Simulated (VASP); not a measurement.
# AgSn2SeI3 in VASP: notebook, part 2 of 2

VASP 6.6.1. The steps go on from the part before.

### Step 5. Relaxation of cell and atoms, PBE

This run uses another cell than the first one, of 34.41 Å³/atom, 0.532 times its volume.

INCAR reads:

```
SYSTEM = AgSn2SeI3
PREC = Accurate
ENCUT = 600
EDIFF = 1E-6
ISMEAR = 0
SIGMA = 0.15
LREAL = .False.
LASPH = .True.
NELM = 80
ALGO = Normal
ISIF = 3
LWAVE = .False.
LCHARG = .False.
GGA = PE
IBRION = 2
NSW = 36
EDIFFG = -0.08
```

KPOINTS reads:

```
regular mesh
0
Gamma
  2 2 3
  0 0 0
```

POSCAR reads:

```
AgSn2SeI3
1.0
    7.5374630800      0.0000000000      0.0000000000
   -3.7687315400      6.5276345000      0.0000000000
    0.0000000000      0.0000000000      4.8953090500
Ag Sn Se I
1 2 1 3
Direct
    0.0000000000      0.0000000000      0.0000000000
    0.3333333300      0.6666666700      0.5000000000
    0.6666666700      0.3333333300      0.5000000000
    0.0000000000      0.0000000000      0.5000000000
    0.5083576700      0.0000000000      0.5000000000
    0.0000000000      0.5083576700      0.5000000000
    0.4916423300      0.4916423300      0.5000000000
```

Potentials or basis: VASP PAW PBE potentials, release 64 (Ag, Sn_d, Se, I).

Launch:

```console
$ cat potpaw_PBE.64/Ag/POTCAR potpaw_PBE.64/Sn_d/POTCAR potpaw_PBE.64/Se/POTCAR potpaw_PBE.64/I/POTCAR > POTCAR
$ mpirun -np 1 vasp_std > vasp.out
```

OUTCAR:

```text
SYSTEM = AgSn2SeI3
   PREC = Accurate
   ENCUT = 600
   EDIFF = 1E-6
   ISMEAR = 0
   LREAL = .False.
   LASPH = .True.
   NELM = 80
   ISIF = 3
   GGA = PE
   IBRION = 2
   NSW = 36
   EDIFFG = -0.08

 ion  position               nearest neighbor table
   1  0.000  0.000  0.000-   4 2.45   4 2.45
   2  0.333  0.667  0.500-   6 2.18   5 2.18   7 2.18
   3  0.667  0.333  0.500-   5 2.18   6 2.18   7 2.18
   4  0.000  0.000  0.500-   1 2.45   1 2.45
   5  0.508  0.000  0.500-   3 2.18   2 2.18
   6  0.000  0.508  0.500-   2 2.18   3 2.18
   7  0.492  0.492  0.500-   2 2.18   3 2.18

  LATTYP: Found a hexagonal cell.
 ALAT       =     7.5374630800
 C/A-ratio  =     0.6494637517

  Lattice vectors:

 A1 = (   7.5374630800,   0.0000000000,   0.0000000000)
 A2 = (  -3.7687315400,   6.5276345000,   0.0000000000)
 A3 = (   0.0000000000,   0.0000000000,   4.8953090500)

Analysis of symmetry for initial positions (statically):
=====================================================================
 Subroutine PRICEL returns:
 Original cell was already a primitive cell.

 Routine SETGRP: Setting up the symmetry group for a
 hexagonal supercell.

 Subroutine GETGRP returns: Found 12 space group operations
 (whereof 12 operations were pure point group operations)
 out of a pool of 24 trial point group operations.

The static configuration has the point symmetry D_3h.

Analysis of symmetry for dynamics (positions and initial velocities):
=====================================================================
 Subroutine PRICEL returns:
 Original cell was already a primitive cell.

 Routine SETGRP: Setting up the symmetry group for a
 hexagonal supercell.

 Subroutine GETGRP returns: Found 12 space group operations
 (whereof 12 operations were pure point group operations)
 out of a pool of 24 trial point group operations.

The dynamic configuration has the point symmetry D_3h.

 Subroutine INISYM returns: Found 12 space group operations
 (whereof 12 operations are pure point group operations),
[... 108 lines left out ...]
  Thomas-Fermi vector in A             =   2.198814
   LORBIT       =      0    0 simple, 1 ext, 2 COOP (PROOUT), +10 PAW based schemes
   GGA     = PE    functional components
   LHFCALC =     F    Hartree Fock is set to
   AEXX    =    0.0000 exact exchange contribution
   IVDW    =     0    specifies the selected vdW correction
   LEPSILON=     F    determine dielectric tensor
   LRPA    =     F    only Hartree local field effects (RPA)
 conjugate gradient relaxation of ions
 non-spin polarized calculation
 Gauss-broadening in eV      SIGMA  =   0.15
  energy-cutoff  :      600.00
  volume of cell :      240.86
 maximum number of plane-waves:      8054
   NGX = 31   NGY = 31   NGZ = 19

--------------------------------------- Ionic step        1  -------------------------------------------

 number of electron      65.9999988 magnetization

 Free energy of the ion-electron system (eV)
  ---------------------------------------------------
  ext. energy  EPLUGINS =         0.00000000
  ---------------------------------------------------
  free energy    TOTEN  =         5.22127579 eV

  energy without entropy =        5.22674015  energy(sigma->0) =        5.22400797

------------------------ aborting loop because EDIFF is reached ----------------------------------------

  FORCE on cell =-STRESS in cart. coord.  units (eV):
  Direction    XX          YY          ZZ          XY          YZ          ZX
  --------------------------------------------------------------------------------------
  -------------------------------------------------------------------------------------
  Total      101.1210044    101.1210041      0.2313499      0.0000000      0.0000000      0.0000000
  in kB      672.6525843    672.6525828      1.5389297      0.0000000      0.0000000      0.0000000
  external PRESSURE =     448.9480323 kB  Pullay stress =       0.0000000 kB
[... 69 lines left out ...]
--------------------------------------- Ionic step        3  -------------------------------------------

 number of electron      65.9999994 magnetization

 E-fermi :   0.2772     XC(G=0):  -6.0478

 val. band max:        0.2425963526   @ k =   0.0000   0.0000   0.3333
 cond. band min:       0.2966266158   @ k =   0.0000   0.0000   0.3333
 fundamental gap:      0.0540302632
 Fermi energy:         0.2772096390

 k-point     1 :       0.0000    0.0000    0.0000
  band No.  band energies     occupation
      1     -21.9703      2.00000
      2     -21.9703      2.00000
      3     -21.9684      2.00000
      4     -21.9684      2.00000
      5     -21.9371      2.00000
      6     -21.9356      2.00000
[... 361 lines left out ...]
--------------------------------------- Ionic step        8  -------------------------------------------

 number of electron      66.0000017 magnetization

 Free energy of the ion-electron system (eV)
  ---------------------------------------------------
  ext. energy  EPLUGINS =         0.00000000
  ---------------------------------------------------
  free energy    TOTEN  =       -17.27961473 eV

  energy without entropy =      -17.13568516  energy(sigma->0) =      -17.20764994

 E-fermi :  -0.0571     XC(G=0):  -5.9123

 val. band max:       -0.0591505831   @ k =   0.5000  -0.0000   0.3333
 cond. band min:       0.3245192431   @ k =   0.5000  -0.0000   0.3333
 fundamental gap:      0.3836698262
 Fermi energy:        -0.0570516623

 k-point     1 :       0.0000    0.0000    0.0000
  band No.  band energies     occupation
      1     -22.2577      2.00000
      2     -22.2577      2.00000
      3     -22.2566      2.00000
      4     -22.2566      2.00000
      5     -22.2475      2.00000
      6     -22.2467      2.00000
[... 191 lines left out ...]
  FREE ENERGIE OF THE ION-ELECTRON SYSTEM (eV)
  ---------------------------------------------------
  free  energy   TOTEN  =       -17.2796147330 eV

  energy  without entropy=      -17.1356851556  energy(sigma->0) =      -17.20764994

 reached required accuracy - stopping structural energy minimisation
```

OSZICAR:

```text
N       E                     dE             d eps       ncg     rms          rms(c)
DAV:   1     0.739287986346E+03    0.73929E+03   -0.31867E+04   320   0.199E+03
DAV:   2     0.116174570027E+03   -0.62311E+03   -0.60561E+03   328   0.507E+02
DAV:   3     0.994268267660E+01   -0.10623E+03   -0.10371E+03   371   0.181E+02
[... 116 lines left out ...]
DAV:   5    -0.172797393313E+02    0.15321E-02   -0.25910E-03   387   0.276E-01    0.128E-01
DAV:   6    -0.172796012647E+02    0.13807E-03   -0.36285E-04   364   0.115E-01    0.569E-02
DAV:   7    -0.172796117340E+02   -0.10469E-04   -0.72855E-05   370   0.534E-02    0.183E-02
DAV:   8    -0.172796137612E+02   -0.20272E-05   -0.15526E-05   366   0.196E-02    0.484E-03
DAV:   9    -0.172796147330E+02   -0.97183E-06   -0.85706E-07   227   0.548E-03
   8 F= -.17279615E+02 E0= -.17207650E+02  d E =-.256824E-01
```

It took 7 min on 1 thread of Intel Xeon Platinum 8488C (Sapphire Rapids), shared host; peak memory 0.43 GiB.

Results:

| Property | Result |
| --- | --- |
| Free energy | -17.2796 eV |
| Relaxed volume | 64.57 Å³/atom |
| Relaxed cell | a = 10.438 Å, b = 10.438 Å, c = 4.791 Å, α = 90.00°, β = 90.00°, γ = 120.00° |
| Space group after relaxing (to 0.05 Å) | P-62m (No. 189) |
| Energy gained by relaxing | 3214.4 meV/atom |
| Ionic steps | 8 |
| Pressure after relaxing | -0.1 GPa |
| Largest force after relaxing | 0.009 eV/Å |
| Band gap on the k mesh | zero (filled and empty bands touch) |

Forces on the atoms (eV/Å):
```
Ag   0.000  0.000  0.000
Sn   0.000  0.000  0.000
Sn   0.000  0.000  0.000
Se   0.000  0.000  0.000
I    0.009  0.000  0.000
I   -0.005  0.008  0.000
I   -0.005 -0.008  0.000
```

Stress tensor (GPa, compression positive):
```
-0.15  0.00  0.00
 0.00 -0.15  0.00
 0.00  0.00 -0.02
```

Step by step:
```csv
step,energy change (eV),largest force (eV/Å),pressure (GPa),volume (Å³)
1,0.0000,0.7634,44.89,240.86
2,-19.2613,0.0609,-2.32,694.65
3,-22.4032,0.0255,0.27,434.11
4,-22.4656,0.0042,-0.50,468.00
5,-22.4760,0.0146,-0.19,456.99
6,-22.4752,0.0099,-0.34,462.02
7,-22.4965,0.0096,-0.20,455.90
8,-22.5009,0.0093,-0.11,452.01
```

Final structure:
```
Ag Sn Se I
1.0
    10.43756    0.00000    0.00000
    -5.21878    9.03920    0.00000
     0.00000    0.00000    4.79092
Ag Sn Se I
1 2 1 3
Direct
  0.00000 0.00000 0.00000
  0.33333 0.66667 0.50000
  0.66667 0.33333 0.50000
  0.00000 0.00000 0.50000
  0.51209 0.00000 0.50000
  0.00000 0.51209 0.50000
  0.48791 0.48791 0.50000
```

Caveat: the k points lie up to 0.44 Å⁻¹ apart in the final cell; the volume moved by over 15 % at a fixed basis, so the end points are rough; spin-orbit coupling is left out, which moves the levels of the heavy elements; the relaxation stopped at a loose force limit of 0.08 eV/Å, so its end isn't a converged minimum.

### Step 6. Single point, PBE

This run uses another cell than the first one, of 58.09 Å³/atom, 0.898 times its volume.

INCAR reads:

```
SYSTEM = AgSn2SeI3
PREC = Accurate ; ENCUT = 520
EDIFF = 1E-6 ; ISMEAR = 0
SIGMA = 0.15 ; LREAL = .False.
LASPH = .True. ; NELM = 80
ALGO = Normal ; ISIF = 2
LWAVE = .False. ; LCHARG = .True.
GGA = PE ; LELF = .True.
LVHAR = .True. ; NBANDS = 42
```

KPOINTS reads:

```
regular mesh
0
Gamma
  3 3 2
  0 0 0
```

POSCAR reads:

```
AgSn2SeI3
1.0
    6.7426350757      0.0000000034      0.0000000000
   -3.3713175408      5.8392932624      0.0000000000
    0.0000000000      0.0000000000     10.3277797837
Ag Sn Se I
1 2 1 3
Direct
    0.0000000000      0.0000000000      0.0000000000
    0.0000000000      0.0000000000      0.2542776443
    0.0000000000      0.0000000000      0.7457223557
    0.0000000000      0.0000000000      0.5000000000
    0.5000000000      0.0000000000      0.0000000000
    0.0000000000      0.5000000000      0.0000000000
    0.5000000000      0.5000000000      0.0000000000
```

Potentials or basis: VASP PAW PBE potentials, release 64 (Ag, Sn_d, Se, I).

Launch:

```console
$ cat potpaw_PBE.64/Ag/POTCAR potpaw_PBE.64/Sn_d/POTCAR potpaw_PBE.64/Se/POTCAR potpaw_PBE.64/I/POTCAR > POTCAR
$ mpirun -np 1 vasp_std > vasp.out
```

OUTCAR:

```text
SYSTEM = AgSn2SeI3
   PREC = Accurate
   ENCUT = 520
   EDIFF = 1E-6
   ISMEAR = 0
   LREAL = .False.
   LASPH = .True.
   NELM = 80
   ISIF = 2
   GGA = PE

 ion  position               nearest neighbor table
   1  0.000  0.000  0.000-   2 2.63   3 2.63   5 3.37   5 3.37   7 3.37   7 3.37   6 3.37   6 3.37

   2  0.000  0.000  0.254-   4 2.54   1 2.63
   3  0.000  0.000  0.746-   4 2.54   1 2.63
   4  0.000  0.000  0.500-   2 2.54   3 2.54
   5  0.500  0.000  0.000-   1 3.37   1 3.37   6 3.37   6 3.37   7 3.37   7 3.37
   6  0.000  0.500  0.000-   7 3.37   7 3.37   5 3.37   5 3.37   1 3.37   1 3.37
   7  0.500  0.500  0.000-   6 3.37   6 3.37   1 3.37   1 3.37   5 3.37   5 3.37

  LATTYP: Found a hexagonal cell.
 ALAT       =     6.7426350757
 C/A-ratio  =     1.5317127010

  Lattice vectors:

 A1 = (   6.7426350757,   0.0000000034,   0.0000000000)
 A2 = (  -3.3713175408,   5.8392932624,   0.0000000000)
 A3 = (   0.0000000000,   0.0000000000,  10.3277797837)

Analysis of symmetry for initial positions (statically):
=====================================================================
 Subroutine PRICEL returns:
 Original cell was already a primitive cell.

 Routine SETGRP: Setting up the symmetry group for a
 hexagonal supercell.

 Subroutine GETGRP returns: Found 24 space group operations
 (whereof 24 operations were pure point group operations)
 out of a pool of 24 trial point group operations.

The static configuration has the point symmetry D_6h.

Analysis of symmetry for dynamics (positions and initial velocities):
=====================================================================
 Subroutine PRICEL returns:
 Original cell was already a primitive cell.

 Routine SETGRP: Setting up the symmetry group for a
 hexagonal supercell.

 Subroutine GETGRP returns: Found 24 space group operations
[... 115 lines left out ...]
  volume/ion in A,a.u.               =      58.09       392.01
  Fermi-wavevector in a.u.,A,eV,Ry     =   0.893012  1.687548 10.850238  0.797470
  Thomas-Fermi vector in A             =   2.015034
   LORBIT       =      0    0 simple, 1 ext, 2 COOP (PROOUT), +10 PAW based schemes
   GGA     = PE    functional components
   LHFCALC =     F    Hartree Fock is set to
   AEXX    =    0.0000 exact exchange contribution
   IVDW    =     0    specifies the selected vdW correction
   LEPSILON=     F    determine dielectric tensor
   LRPA    =     F    only Hartree local field effects (RPA)
 non-spin polarized calculation
 Gauss-broadening in eV      SIGMA  =   0.15
  energy-cutoff  :      520.00
  volume of cell :      406.63
 maximum number of plane-waves:     10983
 NGX is ok and might be reduce to    50
   NGX = 25   NGY = 25   NGZ = 39

 number of electron      65.9999991 magnetization

 Free energy of the ion-electron system (eV)
  ---------------------------------------------------
  ext. energy  EPLUGINS =         0.00000000
  ---------------------------------------------------
  free energy    TOTEN  =       -15.77351868 eV

  energy without entropy =      -15.71703864  energy(sigma->0) =      -15.74527866

 E-fermi :   0.9919     XC(G=0):  -6.1246

 val. band max:        0.9526294123   @ k =   0.3333   0.3333   0.5000
 cond. band min:       1.0817587722   @ k =   0.0000   0.0000   0.5000
 fundamental gap:      0.1291293599
 Fermi energy:         0.9918720226

 k-point     1 :       0.0000    0.0000    0.0000
  band No.  band energies     occupation
      1     -21.4987      2.00000
      2     -21.4987      2.00000
      3     -21.4987      2.00000
      4     -21.4987      2.00000
      5     -21.4746      2.00000
      6     -21.4504      2.00000
[... 259 lines left out ...]
     41       5.4427      0.00000
     42       5.6212      0.00000

------------------------ aborting loop because EDIFF is reached ----------------------------------------

  FORCE on cell =-STRESS in cart. coord.  units (eV):
  Direction    XX          YY          ZZ          XY          YZ          ZX
  --------------------------------------------------------------------------------------
  -------------------------------------------------------------------------------------
  Total        1.0849908      1.0849908      1.8750860     -0.0000000      0.0000000      0.0000000
  in kB        4.2750355      4.2750355      7.3881355     -0.0000000      0.0000000      0.0000000
  external PRESSURE =       5.3127355 kB  Pullay stress =       0.0000000 kB

 VOLUME and BASIS-vectors are now :
 -----------------------------------------------------------------------------
  energy-cutoff  :      520.00
  volume of cell :      406.63
      direct lattice vectors                 reciprocal lattice vectors
     6.742635076  0.000000003  0.000000000     0.148309969  0.085626801  0.000000000
    -3.371317541  5.839293262  0.000000000    -0.000000000  0.171253601  0.000000000
     0.000000000  0.000000000 10.327779784     0.000000000  0.000000000  0.096826232

 POSITION                                       TOTAL-FORCE (eV/Angst)
 -----------------------------------------------------------------------------------
      0.00000      0.00000      0.00000         0.000000     -0.000000      0.000000
      0.00000      0.00000      2.62612         0.000000      0.000000      0.024350
      0.00000      0.00000      7.70166        -0.000000      0.000000     -0.024350
      0.00000      0.00000      5.16389         0.000000     -0.000000      0.000000
      3.37132      0.00000      0.00000         0.000000     -0.000000      0.000000
     -1.68566      2.91965      0.00000         0.000000     -0.000000      0.000000
      1.68566      2.91965      0.00000         0.000000     -0.000000      0.000000
 -----------------------------------------------------------------------------------
    total drift:                               -0.000000      0.000000     -0.000000

  FREE ENERGIE OF THE ION-ELECTRON SYSTEM (eV)
  ---------------------------------------------------
  free  energy   TOTEN  =       -15.7735186844 eV

  energy  without entropy=      -15.7170386376  energy(sigma->0) =      -15.74527866
```

It took 1.9 min on 1 thread of Intel Xeon 6975P-C (Granite Rapids), shared host; peak memory 0.54 GiB.

What came out:

```
Free energy            : -15.7735 eV
Pressure               : 0.5 GPa
Largest force          : 0.024 eV/Å
Band gap on the k mesh : zero (band 33 reaches 1.15 eV, above the bottom of band 34 at 0.95 eV)
```

Forces on the atoms (eV/Å):
```
Ag   0.000  0.000  0.000
Sn   0.000  0.000  0.024
Sn   0.000  0.000 -0.024
Se   0.000  0.000  0.000
I    0.000  0.000  0.000
I    0.000  0.000  0.000
I    0.000  0.000  0.000
```

Caveat: spin-orbit coupling is left out, which moves the levels of the heavy elements.

### Step 7. The runs side by side

| task | cell | k mesh | cutoff (eV) | gap on the mesh (eV) | pressure (GPa) | largest force (eV/Å) |
| --- | --- | --- | --- | --- | --- | --- |
| single point | a = 7.132, b = 7.132, c = 10.275 Å, angles 90.0, 90.0, 120.0°, 7 atoms | 3 × 3 × 2 | 520 | none | 0.3 | 0.03 |
| single point | a = 10.519, b = 10.519, c = 4.746 Å, angles 90.0, 90.0, 120.0°, 7 atoms | 2 × 2 × 2 | 520 | none | -0.1 | - |
| single point | a = 10.547, b = 10.547, c = 4.747 Å, angles 90.0, 90.0, 120.0°, 7 atoms | 2 × 2 × 2 | 520 | none | -0.2 | - |
| relaxation of cell and atoms | relaxed from a = 7.537, b = 7.537, c = 4.895 Å, angles 90.0, 90.0, 120.0°, 7 atoms | 2 × 2 × 3 | 600 | none | -0.1 | 0.01 |
| single point | a = 6.743, b = 6.743, c = 10.328 Å, angles 90.0, 90.0, 120.0°, 7 atoms | 3 × 3 × 2 | 520 | none | 0.5 | 0.02 |

Alike in all rows: level PBE; potentials or basis VASP PAW PBE potentials, release 64 (Ag, Sn_d, Se, I); no spin polarisation; smearing gaussian 0.15 eV.

Caveats: some runs use coarse meshes; spin-orbit coupling is left out, which moves the levels of the heavy elements; the volume moved by over 15 % at a fixed basis, so the end points are rough (some runs); the relaxation stopped at a loose force limit of 0.08 eV/Å, so its end isn't a converged minimum (some runs).

Absolute energies hang on the potentials; compare differences alone.
